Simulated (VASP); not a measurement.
Here is a VASP 6.6.1 calculation.

Contents of INCAR:

```
SYSTEM = AgO
PREC = Accurate
ENCUT = 520
EDIFF = 1E-6
ISMEAR = 0
SIGMA = 0.15
LREAL = .False.
LASPH = .True.
NELM = 60
ALGO = Normal
ISIF = 2
LWAVE = .False.
LCHARG = .False.
GGA = PS
NBANDS = 16
```

File KPOINTS:

```
Automatic mesh
0
Gamma
  18 18 18
  0 0 0
```

File POSCAR:

```
AgO
1.0
    0.0000000000      2.4080000000      2.3478000000
    2.4080000000      0.0000000000      2.3478000000
    2.4080000000      2.4080000000      0.0000000000
Ag O
1 1
Direct
    0.0000000000      0.0000000000      0.0000000000
    0.7500000000      0.7500000000      0.7500000000
```

Potentials or basis: VASP PAW PBE potentials, release 64 (Ag, O).

Run with:

```console
$ cat potpaw_PBE.64/Ag/POTCAR potpaw_PBE.64/O/POTCAR > POTCAR
$ mpirun -np 1 vasp_std > vasp.out
```

(1) What does it give for the band gap on the k mesh?

(2) Predict the pressure.

## Answers

(1) zero (an odd number of electrons rules out a gap without spin polarisation).

(2) 15.0 GPa.

Caveat: the cell differs from its parent crystal (strain +0.000 along x and y, -0.025 along z); the cell stands under pressure; the PAW data sets were made with another functional, which shifts forces and pressure a little; an odd number of electrons without spin polarisation forces a metal; a magnetic or distorted state may lie lower.
